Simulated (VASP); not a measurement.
# KCl (P1) in VASP: single point with PBEsol

Aim: the single point of KCl with PBEsol.

Everything below comes from runs of VASP 6.6.1. Logs are shortened: lines on timing, memory, paths and dates and some standing lists are left out, and cuts for length are marked.

## 1. The cell of the first run

The typed cell holds 2 atoms: a = 4.420 Å, b = 4.414 Å, c = 4.456 Å, α = 60.77°, β = 60.98°, γ = 60.18°.

## 2. Single point, PBEsol (atoms moved at random and the cell strained at random)

Input file INCAR:

```
PREC     = Accurate       # precision mode
ENCUT    = 520            # plane-wave cutoff, eV
EDIFF    = 1E-6           # SCF threshold, eV
ISMEAR   = 0              # smearing method
SIGMA    = 0.02           # smearing width, eV
LREAL    = False          # projectors in reciprocal space
LASPH    = True           # aspherical terms in the spheres
NELM     = 80             # most SCF steps
ALGO     = Normal         # electronic algorithm
ISIF     = 2              # what is computed and relaxed
LWAVE    = False          # write WAVECAR
LCHARG   = False          # write CHGCAR
GGA      = PS             # functional
NBANDS   = 15             # bands
```

Input file KPOINTS:

```
regular mesh
0
Gamma
  6 6 6
```

Input file POSCAR:

```
KCl
1.0
   -0.0219033340      3.1133979670      3.1367846680
    3.1136188940     -0.0141708890      3.1290522230
    3.1548375600      3.1468841880     -0.0553895550
K Cl
1 1
Direct
    0.0020959412      0.0028690472     -0.0082015779
    0.4979040588      0.4971309528      0.5082015779
```

Potentials or basis: VASP PAW PBE potentials, release 64 (K_sv, Cl).

Started as:

```bash
$ cat potpaw_PBE.64/K_sv/POTCAR potpaw_PBE.64/Cl/POTCAR > POTCAR
$ mpirun -np 1 vasp_std > vasp.out
```

OUTCAR:

```text
PREC = Accurate
   ENCUT = 520
   EDIFF = 1E-6
   ISMEAR = 0
   LREAL = False
   LASPH = True
   NELM = 80
   ISIF = 2
   GGA = PS

 ion  position               nearest neighbor table
   1  0.002  0.003  0.992-   2 3.10   2 3.11   2 3.13   2 3.18   2 3.18   2 3.19
   2  0.498  0.497  0.508-   1 3.10   1 3.11   1 3.13   1 3.18   1 3.18   1 3.19

  LATTYP: Found a triclinic cell.
 ALAT       =     7.7238213183
 B/A-ratio  =     0.5733799780
 C/A-ratio  =     0.5769602621
 COS(alpha) =     0.0025534728
 COS(beta)  =     0.3008337896
 COS(gamma) =     0.8622353927

  Lattice vectors:

 A1 = (  -6.3122631220,   3.0940826350,   3.1999066680)
 A2 = (  -3.1355222280,   3.1275688560,   0.0077324450)
 A3 = (  -3.1548375600,  -3.1468841880,   0.0553895550)

Analysis of symmetry for initial positions (statically):
=====================================================================
 Subroutine PRICEL returns:
 Original cell was already a primitive cell.

 Routine SETGRP: Setting up the symmetry group for a
 triclinic supercell.

 Subroutine GETGRP returns: Found  1 space group operations
 (whereof  1 operations were pure point group operations)
 out of a pool of  2 trial point group operations.

The static configuration has the point symmetry C_1 .

Analysis of symmetry for dynamics (positions and initial velocities):
=====================================================================
 Subroutine PRICEL returns:
 Original cell was already a primitive cell.

 Routine SETGRP: Setting up the symmetry group for a
 triclinic supercell.

 Subroutine GETGRP returns: Found  1 space group operations
 (whereof  1 operations were pure point group operations)
 out of a pool of  2 trial point group operations.

The dynamic configuration has the point symmetry C_1 .

 Subroutine INISYM returns: Found  1 space group operations
 (whereof  1 operations are pure point group operations),
 and found     1 'primitive' translations

----------------------------------------------------------------------------------------

                                     Primitive cell

  volume of cell :      62.3621

  direct lattice vectors                    reciprocal lattice vectors
    -0.021903334  3.113397967  3.136784668    -0.157884149  0.161061296  0.157834838
     3.113618894 -0.014170889  3.129052223     0.161052225 -0.158667523  0.158609142
     3.154837560  3.146884188 -0.055389555     0.156929335  0.157712709 -0.155441066

  length of vectors
     4.419631739  4.414271315  4.456337973     0.275281640  0.276170350  0.271407515

  position of ions in fractional coordinates (direct lattice)
     0.002095941  0.002869047  0.991798422
     0.497904059  0.497130953  0.508201578

  ion indices of the primitive-cell ions
   primitive index   ion index
                 1           1
                 2           2

----------------------------------------------------------------------------------------

 KPOINTS: regular mesh

Automatic generation of k-mesh.
 Grid dimensions read from file:
 generate k-points for:    6    6    6

 Generating k-lattice:

  Cartesian coordinates                     Fractional coordinates (reciprocal lattice)
    -0.026314025  0.026843549  0.026305806     0.166666667  0.000000000  0.000000000
     0.026842038 -0.026444587  0.026434857     0.000000000  0.166666667  0.000000000
     0.026154889  0.026285451 -0.025906844    -0.000000000  0.000000000  0.166666667

  Length of vectors
     0.045880273  0.046028392  0.045234586

  Shift w.r.t. Gamma in fractional coordinates (k-lattice)
     0.000000000  0.000000000  0.000000000

 Subroutine IBZKPT returns following result:
 ===========================================

 Found    112 irreducible k-points:

 Following reciprocal coordinates:
            Coordinates               Weight
  0.000000  0.000000  0.000000      1.000000
  0.166667  0.000000  0.000000      2.000000
  0.333333 -0.000000  0.000000      2.000000
  0.500000  0.000000  0.000000      1.000000
  0.000000  0.166667 -0.000000      2.000000
  0.166667  0.166667 -0.000000      2.000000
[... 16 lines left out ...]
  0.333333  0.000000  0.166667      2.000000
  0.500000  0.000000  0.166667      2.000000
 [... further k-points ...]
   k-points           NKPTS =    112   k-points in BZ     NKDIM =    112   number of bands    NBANDS=     15
   number of dos      NEDOS =    301   number of ions     NIONS =      2
   total plane-waves  NPLWV =  46656
   dimension x,y,z NGX =    36 NGY =   36 NGZ =   36
   dimension x,y,z NGXF=    72 NGYF=   72 NGZF=   72
   ions per type =               1   1
   NGX,Y,Z   is equivalent  to a cutoff of  13.54, 13.56, 13.43 a.u.
   NGXF,Y,Z  is equivalent  to a cutoff of  27.08, 27.12, 26.86 a.u.
 SYSTEM =  unknown system
   PREC   = accura    normal or accurate (medium, high low for compatibility)
   ISTART =      0    job   : 0-new  1-cont  2-samecut
   ICHARG =      2    charge: 1-file 2-atom 10-const
   ISPIN  =      1    spin polarized calculation?
   LNONCOLLINEAR =      F non collinear calculations
   LSORBIT =      F    spin-orbit coupling
   LASPH  =      T    aspherical Exc in radial PAW
   ENCUT  =  520.0 eV  38.22 Ry    6.18 a.u.   8.22  8.21  8.29*2*pi/ulx,y,z
   NELM   =     80;   NELMIN=  2; NELMDL= -5     # of ELM steps
   EDIFF  = 0.1E-05   stopping-criterion for ELM
   LREAL  =      F    real-space projection
   EDIFFG = 0.1E-04   stopping-criterion for IOM
   NSW    =      0    number of steps for IOM
   IBRION =     -1    ionic relax: 0-MD 1-quasi-New 2-CG
   NFREE  =      0    steps in history (QN), initial steepest desc. (CG)
   ISIF   =      2    stress and relaxation
   ISYM   =      2    0-nonsym 1-usesym 2-fastsym
   POTIM  = 0.5000    time-step for ionic-motion
   TEBEG  =    0.0;   TEEND  =   0.0 temperature during run
   PSTRESS=    0.0 pullay stress
   NELECT =      16.0000    total number of electrons
   NUPDOWN=      -1.0000    fix difference up-down
   EMIN   =  10.00;   EMAX   =-10.00  energy-range for DOS
   EFERMI =   0.00;   METHOD = LEGACY
   ISMEAR =     0;   SIGMA  =   0.02  broadening in eV -4-tet -1-fermi 0-gaus
   EFERMI_NEDOS =   21; number of points for ismear=-14 and -15
   IALGO  =     38    algorithm
   IMIX   =      4    mixing-type and parameters
     AMIX     =   0.40;   BMIX     =  1.00
     AMIX_MAG =   1.60;   BMIX_MAG =  1.00
  volume/ion in A,a.u.               =      31.18       210.42
  Fermi-wavevector in a.u.,A,eV,Ry     =   1.040259  1.965804 14.723383  1.082138
  Thomas-Fermi vector in A             =   2.174826
   LORBIT       =      0    0 simple, 1 ext, 2 COOP (PROOUT), +10 PAW based schemes
   GGA     = PS    functional components
   LHFCALC =     F    Hartree Fock is set to
   AEXX    =    0.0000 exact exchange contribution
   IVDW    =     0    specifies the selected vdW correction
   LEPSILON=     F    determine dielectric tensor
   LRPA    =     F    only Hartree local field effects (RPA)
 non-spin polarized calculation
 Gauss-broadening in eV      SIGMA  =   0.02
  energy-cutoff  :      520.00
  volume of cell :       62.36
 maximum number of plane-waves:      1694
 NGX is ok and might be reduce to    36
   NGX = 17   NGY = 17   NGZ = 17

 number of electron      16.0000000 magnetization

 Free energy of the ion-electron system (eV)
  ---------------------------------------------------
  ext. energy  EPLUGINS =         0.00000000
  ---------------------------------------------------
  free energy    TOTEN  =        -7.01865002 eV

  energy without entropy =       -7.01865002  energy(sigma->0) =       -7.01865002

 E-fermi :  -1.7665     XC(G=0):  -7.7154

 val. band max:       -1.8893866102   @ k =   0.0000   0.0000   0.0000
 cond. band min:       3.1085970062   @ k =   0.0000   0.0000   0.0000
 fundamental gap:      4.9979836164
 Fermi energy:        -1.7665441023

 k-point     1 :       0.0000    0.0000    0.0000
  band No.  band energies     occupation
      1     -28.9564      2.00000
      2     -14.0000      2.00000
      3     -12.4833      2.00000
      4     -12.4831      2.00000
      5     -12.4812      2.00000
      6      -1.9369      2.00000
      7      -1.9022      2.00000
      8      -1.8894      2.00000
      9       3.1086      0.00000
     10       6.2705      0.00000
     11       6.4259      0.00000
     12       6.4737      0.00000
     13       7.2630      0.00000
     14       7.2930      0.00000
     15      10.8280      0.00000

 k-point     2 :       0.1667    0.0000    0.0000
  band No.  band energies     occupation
      1     -28.9536      2.00000
      2     -14.0501      2.00000
      3     -12.4865      2.00000
      4     -12.4848      2.00000
      5     -12.4177      2.00000
      6      -2.2343      2.00000
      7      -2.0166      2.00000
      8      -1.9776      2.00000
      9       3.7509      0.00000
     10       6.1912      0.00000
     11       6.6586      0.00000
     12       6.8115      0.00000
     13       7.6426      0.00000
     14       7.6723      0.00000
     15      11.7892      0.00000

 k-point     3 :       0.3333   -0.0000    0.0000
  band No.  band energies     occupation
      1     -28.9481      2.00000
      2     -14.1404      2.00000
      3     -12.4929      2.00000
      4     -12.4880      2.00000
      5     -12.3000      2.00000
      6      -2.7645      2.00000
      7      -2.1831      2.00000
      8      -2.1419      2.00000
      9       4.9795      0.00000
     10       6.2376      0.00000
     11       7.5868      0.00000
     12       7.7501      0.00000
     13       8.5888      0.00000
     14       8.6295      0.00000
     15      10.8593      0.00000
[... 343 lines left out ...]
 k-point    23 :       0.3333    0.0000    0.1667
  band No.  band energies     occupation
      1     -28.9480      2.00000
      2     -14.0833      2.00000
      3     -12.5081      2.00000
      4     -12.5017      2.00000
      5     -12.3667      2.00000
      6      -2.6449      2.00000
      7      -2.1613      2.00000
      8      -2.0748      2.00000
      9       4.8892      0.00000
     10       5.5171      0.00000
     11       7.7329      0.00000
     12       7.9551      0.00000
     13       8.1626      0.00000
     14       8.6705      0.00000
     15      10.7622      0.00000

 k-point    24 :       0.5000    0.0000    0.1667
  band No.  band energies     occupation
      1     -28.9445      2.00000
      2     -14.1204      2.00000
      3     -12.5173      2.00000
      4     -12.5070      2.00000
      5     -12.3175      2.00000
      6      -2.8404      2.00000
      7      -2.3052      2.00000
      8      -2.1941      2.00000
      9       5.5849      0.00000
     10       6.2668      0.00000
     11       8.2024      0.00000
     12       8.6430      0.00000
     13       8.7552      0.00000
     14       9.2366      0.00000
     15       9.9577      0.00000

 [... further k-points ...]
[... 5 lines left out ...]
  --------------------------------------------------------------------------------------
  -------------------------------------------------------------------------------------
  Total       -0.1343389     -0.0980940     -0.1963025     -0.0206076      0.0418620      0.0536492
  in kB       -3.4513733     -2.5201871     -5.0433127     -0.5294409      1.0754993      1.3783311
  external PRESSURE =      -3.6716244 kB  Pullay stress =       0.0000000 kB

 VOLUME and BASIS-vectors are now :
 -----------------------------------------------------------------------------
  energy-cutoff  :      520.00
  volume of cell :       62.36
      direct lattice vectors                 reciprocal lattice vectors
    -0.021903334  3.113397967  3.136784668    -0.157884149  0.161061296  0.157834838
     3.113618894 -0.014170889  3.129052223     0.161052225 -0.158667523  0.158609142
     3.154837560  3.146884188 -0.055389555     0.156929335  0.157712709 -0.155441066

 POSITION                                       TOTAL-FORCE (eV/Angst)
 -----------------------------------------------------------------------------------
      3.13785      3.12756     -0.03938         0.041361      0.049113     -0.035924
      3.14026      3.14238      3.08922        -0.041361     -0.049113      0.035924
 -----------------------------------------------------------------------------------
    total drift:                                0.000002     -0.000016      0.000005

  FREE ENERGIE OF THE ION-ELECTRON SYSTEM (eV)
  ---------------------------------------------------
  free  energy   TOTEN  =        -7.0186500243 eV

  energy  without entropy=       -7.0186500243  energy(sigma->0) =       -7.01865002
```

Run time: 89 s. Hardware: 1 thread of AMD EPYC 7R13, shared host; peak memory 0.26 GiB.

Results:

- Free energy: -7.0187 eV
- Pressure: -0.4 GPa
- Largest force: 0.074 eV/Å
- Band gap on the k mesh: 5.00 eV, direct

Forces on the atoms (eV/Å):
```
K    0.041  0.049 -0.036
Cl  -0.041 -0.049  0.036
```

Stress tensor (GPa, compression positive):
```
-0.35 -0.05  0.14
-0.05 -0.25  0.11
 0.14  0.11 -0.50
```

Caveat: the cell differs from its parent crystal (atoms moved at random and the cell strained at random); the PAW data sets were made with another functional, which shifts forces and pressure a little.
